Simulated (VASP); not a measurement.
Write the native input for VASP 6.6.1 that does the following.

| Item | Value |
| --- | --- |
| Task | relaxation of cell and atoms |
| Functional | PBE |
| Potentials or basis | VASP PAW PBE potentials, release 64 (Eu) |
| Cutoff | 600 eV |
| k mesh | 11 × 11 × 11 |
| Occupations | fermi-dirac, width 0.15 eV |
| Spin | collinear spin, ferromagnetic start |
| Starting moments | [7.0] μB |
| Dipole correction | no |
| Further INCAR settings | ALGO = Normal; EDIFF = 1e-07; IBRION = 2; EDIFFG = -0.02; NSW = 80; ISIF = 3 |

The structure of Eu lies in POSCAR:

```
Eu
1.0
   -2.3030000000      2.3030000000      2.3030000000
    2.3030000000     -2.3030000000      2.3030000000
    2.3030000000      2.3030000000     -2.3030000000
Eu
1
Direct
    0.0000000000      0.0000000000      0.0000000000
```

The input as run:

INCAR

```
SYSTEM = Eu
PREC = Accurate
ENCUT = 600
EDIFF = 1E-7
ISMEAR = -1
SIGMA = 0.15
LREAL = .FALSE.
LASPH = .TRUE.
NELM = 150
ALGO = Normal
ISIF = 3
LWAVE = .FALSE.
LCHARG = .FALSE.
ISPIN = 2
MAGMOM = 7
LORBIT = 11
LMAXMIX = 6
GGA = PE
IBRION = 2
NSW = 80
EDIFFG = -0.02
```

KPOINTS

```
regular mesh
0
G
  11 11 11
  0 0 0
```

Potentials or basis: VASP PAW PBE potentials, release 64 (Eu).

The run is started by

```console
$ cat potpaw_PBE.64/Eu/POTCAR > POTCAR
$ mpirun -np 1 vasp_std > vasp.out
```

Results of the run:

| Item | Value |
| --- | --- |
| Relaxed volume | 41.75 Å³/atom |
| Relaxed cell | a = 3.785 Å, b = 3.785 Å, c = 3.785 Å, α = 109.47°, β = 109.47°, γ = 109.47° |
| Space group after relaxing (to 0.1 Å) | Im-3m (No. 229) |
| Energy gained by relaxing | 43.1 meV/atom |
| Ionic steps | 4 |
| Pressure after relaxing | 0.0 GPa |
| Net moment | 7.30 μB per cell |
| Site moments | Eu +6.66 μB |
| Valence electrons inside the program's atomic spheres | Eu 14.71 |

Caveat: semilocal functionals describe open f shells poorly, which spoils levels, moments and volumes.

It took 18 min on 1 thread of Oxide Virtual Turin-like Processor (shared host), peak memory 0.25 GiB.
